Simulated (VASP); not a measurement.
Runs of VASP 6.6.1 on Si2Ni. The structure is that of space group Fm-3m (No. 225), or close to it. The cells are those of the table. 

| cell | gap on the mesh (eV) | pressure (GPa) |
| --- | --- | --- |
| a = 3.694 Å, angles 60.0°, 3 atoms | none | 18.4 |
| a = 3.887 Å, angles 60.0°, 3 atoms | none | (a) |
| a = 3.812 Å, angles 60.0°, 3 atoms | none | (b) |
| a = 3.850 Å, angles 60.0°, 3 atoms | none | -4.3 |
| a = 3.653 Å, angles 60.0°, 3 atoms | none | 27.1 |
| a = 3.774 Å, angles 60.0°, 3 atoms | none | 5.2 |
| a = 3.734 Å, angles 60.0°, 3 atoms | none | 11.2 |

Alike in all rows: task single point; level PBEsol; potentials or basis VASP PAW PBE potentials, release 64 (Si, Ni); no spin polarisation; k mesh 14 × 14 × 14; cutoff (eV) 520; smearing gaussian 0.1 eV.

Task: Estimate the missing entries.

Result: (a) -8.1; (b) 0.1.

Caveats: the PAW data sets were made with another functional, which shifts forces and pressure a little; the cell stands under pressure (at least some runs); the cell stands under tension (at least some runs).

A gap of «none» marks levels without a gap at the run's occupations.
